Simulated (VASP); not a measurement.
Li:

```
Li
1.0
     4.96121    0.00000    0.00000
    -2.48060    4.29653    0.00000
     0.00000    0.00000    3.04122
Li
3
Direct
  0.00000 0.00000 0.00000
  0.33333 0.66667 0.50000
  0.66667 0.33333 0.50000
```

This isn't the form of Li at room conditions, which is bcc.

| Property | Result |
| --- | --- |
| Program | VASP 6.6.1 |
| Task | relaxation of cell and atoms |
| Functional | BLYP |
| Potentials or basis | VASP PAW PBE potentials, release 64 (Li_sv) |
| Cutoff | 600 eV |
| k mesh | 7 × 7 × 10 |
| Occupations | fermi-dirac, width 0.1 eV |
| Spin | no spin polarisation |

At the start: pressure -0.9 GPa; volume 21.61 Å³/atom.

Question: Where does the relaxation end?

Answer: Over 7 steps the energy falls by 7.4 meV/atom and the volume is 19.82 Å³/atom (-8.3 %); space group P6/mmm (No. 191, to 0.1 Å) before and after.

Step by step:
| step | energy change (eV) | largest force (eV/Å) | pressure (GPa) | volume (Å³) |
| --- | --- | --- | --- | --- |
| 1 | 0.0000 | 0.0000 | -0.92 | 64.83 |
| 2 | -0.0076 | 0.0000 | -0.74 | 63.67 |
| 3 | -0.0208 | 0.0000 | -0.13 | 60.27 |
| 4 | -0.0216 | 0.0000 | 0.13 | 59.09 |
| 5 | -0.0216 | 0.0000 | 0.10 | 59.24 |
| 6 | -0.0221 | 0.0000 | 0.06 | 59.36 |
| 7 | -0.0223 | 0.0000 | 0.04 | 59.45 |

Final structure:
```xyz
3
Lattice="4.8890 0.0000 0.0000 -2.4445 4.2340 0.0000 0.0000 0.0000 2.8722" Properties=species:S:1:pos:R:3 pbc="T T T"
Li    0.0000    0.0000    0.0000
Li    0.0000    2.8227    1.4361
Li    2.4445    1.4113    1.4361
```

Caveat: the cutoff is under 1.25 times the usual one of these potentials, so pressure, stress and relaxed cells hold a basis-set (Pulay) error; the PAW data sets were made with another functional, which shifts forces and pressure a little.
